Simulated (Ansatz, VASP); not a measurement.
**Al2Cu: VASP beside Ansatz**

Contents of INCAR:

```
SYSTEM = Al2Cu
  ALGO = Fast
  EDIFF = 1E-6
  ENCUT = 520
  GGA = PE
  ISIF = 2
  ISMEAR = 0
  LASPH = .True.
  LCHARG = .False.
  LREAL = .False.
  LWAVE = .False.
  NBANDS = 16
  NELM = 80
  PREC = Accurate
  SIGMA = 0.15
```

File KPOINTS:

```
k-points
0
Gamma
  10 10 14
  0 0 0
```

Contents of POSCAR:

```
Al2Cu
1.0
    4.1211626268      0.0000000000      0.0000000000
    0.0000000000      4.1211626268      0.0000000000
    0.0000000000      0.0000000000      2.8847334069
Al Cu
2 1
Direct
    0.5022615501      0.0039076392      0.5000000000
   -0.0296032967      0.4827718519      0.5000000000
    0.0116092655      0.0056558685      0.0000000000
```

Input for Ansatz:

```yaml
crystal:
  lattice:
    - [4.1211626268, 0.0, 0.0]
    - [0.0, 4.1211626268, 0.0]
    - [0.0, 0.0, 2.8847334069]
  atoms:
    - { symbol: Al, position: [0.5022615501, 0.0039076392, 0.5] }
    - { symbol: Al, position: [-0.0296032967, 0.4827718519, 0.5] }
    - { symbol: Cu, position: [0.0116092655, 0.0056558685, 0.0] }
basis:
  ecutwfc: 520.0
kpoints:
  mp_grid: { grid: [10, 10, 14] }
hamiltonian:
  xc: pbe
  pseudopotentials: { kind: paw, azcp: { folder: soft_1 } }
scf:
  occupations: { method: gaussian, width: 0.15 }
output:
  forces: true
  stress: true
  eigenvalues: true
```

Change from the starting cell: mode 4 frozen in at -0.122 Å and mode 9 at -0.071 Å (largest displacements).

Alike in both runs: task single point; functional PBE; k mesh 10 × 10 × 14; occupations gaussian, width 0.15 eV; no spin polarisation.

|  | VASP | Ansatz |
| --- | --- | --- |
| version | VASP 6.6.1 | Ansatz 0.2.0 |
| potentials or method | VASP PAW PBE potentials, release 64 (Al, Cu), cutoff 520 eV | scalar-relativistic, plane waves, PAW |
| valence electrons in the cell | 17 | 25 |

```tsv
	VASP	Ansatz	Ansatz less VASP
gap on the k mesh at the Fermi level (eV)	none	none	-
pressure (GPa)	1.1	0.6	-0.52
traceless stress, the component that is largest in VASP (GPa)	0.28	0.28	0.000
rms of the force components (eV/Å)	0.364	0.363	-0.0006
```

Atom by atom the forces differ by 0.002 eV/Å (rms over components). A gap of «none» marks a metal or a gap that the smearing closes. VASP's potentials hold 17 valence electrons a cell and Ansatz's 25, so a difference there can come from the potentials and not from the codes.
